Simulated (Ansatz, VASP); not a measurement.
Ge: VASP beside Ansatz

File INCAR:

```
ALGO = Normal
EDIFF = 1E-6
ENCUT = 520
GGA = PS
ISIF = 2
ISMEAR = 0
LASPH = True
LCHARG = False
LREAL = False
LWAVE = False
NBANDS = 13
NELM = 100
PREC = Accurate
SIGMA = 0.15
```

Contents of KPOINTS:

```
k-points
0
Gamma
  20 20 18
```

POSCAR

```
Ge
1.0
    1.4320777250     -2.6655289000      0.0000000000
    1.4320777250      2.6655289000      0.0000000000
    0.0000000000      0.0000000000      2.7656867750
Ge
1
Direct
    0.5000000000      0.5000000000      0.0000000000
```

Input for Ansatz:

```yaml
crystal:
  lattice:
    - [1.432077725, -2.6655289, 0.0]
    - [1.432077725, 2.6655289, 0.0]
    - [0.0, 0.0, 2.765686775]
  atoms:
    - { symbol: Ge, position: [0.5, 0.5, 0.0] }
basis:
  ecutwfc: 420
kpoints:
  mp_grid: { grid: [20, 20, 18] }
hamiltonian:
  xc: pbesol
scf:
  occupations: { method: gaussian, width: 0.15 }
output:
  forces: true
  stress: true
  eigenvalues: true
```

Change from the starting cell: strain +0.025 along x and y, +0.025 along z, atoms carried along.

Alike in both runs: task single point; functional PBEsol; k mesh 20 × 20 × 18; occupations gaussian, width 0.15 eV; no spin polarisation.

|  | VASP | Ansatz |
| --- | --- | --- |
| version | VASP 6.6.1 | Ansatz 0.2.0 |
| potentials or method | VASP PAW PBE potentials, release 64 (Ge_d), cutoff 520 eV | scalar-relativistic, plane waves, PAW |
| valence electrons in the cell | 14 | 14 |

```csv
,VASP,Ansatz,Ansatz less VASP
gap on the k mesh at the Fermi level (eV),none,none,-
pressure (GPa),-7.8,-7.7,+0.11
"traceless stress, the component that is largest in VASP (GPa)",-0.47,-0.49,-0.015
```

VASP's potentials were made for PBE, not for PBEsol. A gap of «none» marks a metal or a gap that the smearing closes. With one functional, cell and mesh, what is left measures potentials, basis and numerics.
